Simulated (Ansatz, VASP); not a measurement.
**WS2: VASP beside Ansatz**

```xyz
6
Lattice="3.1595 0.0000 0.0000 -1.5798 2.7362 0.0000 0.0000 0.0000 23.8043" Properties=species:S:1:pos:R:3 pbc="T T T"
S     0.0000    1.8242    4.5000
S     0.0000    1.8242    7.6521
S     0.0000    2.7362   11.4921
S     0.0000    2.7362   14.6443
W     1.5798    0.9121    6.0761
W     1.5798    1.8242   13.0682
```

Alike in both runs: task single point; functional PBE; dispersion D3(BJ); k mesh 9 × 9 × 1; occupations gaussian, width 0.05 eV; no spin polarisation.

```csv
,VASP,Ansatz
version,VASP 6.6.1,Ansatz 0.2.0
potentials or method,"VASP PAW PBE potentials, release 64 (S, W_sv), cutoff 520 eV","scalar-relativistic, plane waves, PAW"
valence electrons in the cell,52,52
```

```csv
,VASP,Ansatz,Ansatz less VASP
gap on the k mesh at the Fermi level (eV),1.86,1.85,-0.013
least direct gap on the mesh (eV),1.91,1.91,-0.003
rms of the force components (eV/Å),0.024,0.023,-0.0006
```

Neither program's run includes spin-orbit coupling.
